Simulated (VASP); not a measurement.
Wanted: the native input for a VASP 6.6.1 run.

| Property | Result |
| --- | --- |
| Task | single point |
| Functional | PBEsol |
| Potentials or basis | VASP PAW PBE potentials, release 64 (Cu) |
| Cutoff | 520 eV |
| k mesh | 20 × 20 × 20 |
| Occupations | gaussian, width 0.1 eV |
| Spin | no spin polarisation |
| Dipole correction | no |
| Further INCAR settings | ALGO = Normal; EDIFF = 1e-06; NBANDS = 12 |

The structure of Cu lies in POSCAR:

```
Cu
1.0
    0.0000000000      1.7816860089      1.7816860089
    1.7816860089      0.0000000000      1.7816860089
    1.7816860089      1.7816860089      0.0000000000
Cu
1
Direct
    0.0000000000      0.0000000000      0.0000000000
```

These files were run (other wordings do the same):

INCAR

```
SYSTEM = Cu
ALGO = Normal
EDIFF = 1E-6
ENCUT = 520
GGA = PS
ISIF = 2
ISMEAR = 0
LASPH = .TRUE.
LCHARG = .TRUE.
LELF = .TRUE.
LREAL = .FALSE.
LVHAR = .TRUE.
LWAVE = .FALSE.
NBANDS = 12
NELM = 80
PREC = Accurate
SIGMA = 0.1
```

KPOINTS

```
k-points
0
G
  20 20 20
  0 0 0
```

Potentials or basis: VASP PAW PBE potentials, release 64 (Cu).

The run is started by

```console
$ cat potpaw_PBE.64/Cu/POTCAR > POTCAR
$ mpirun -np 1 vasp_std > vasp.out
```

Results of the run:

| Item | Value |
| --- | --- |
| Pressure | 0.7 GPa |

Caveat: the PAW data sets were made with another functional, which shifts forces and pressure a little.

Run time: 16 s on 1 thread of Intel(R) Xeon(R) 6975P-C (Granite Rapids), with other jobs on the host, peak memory 0.14 GiB.
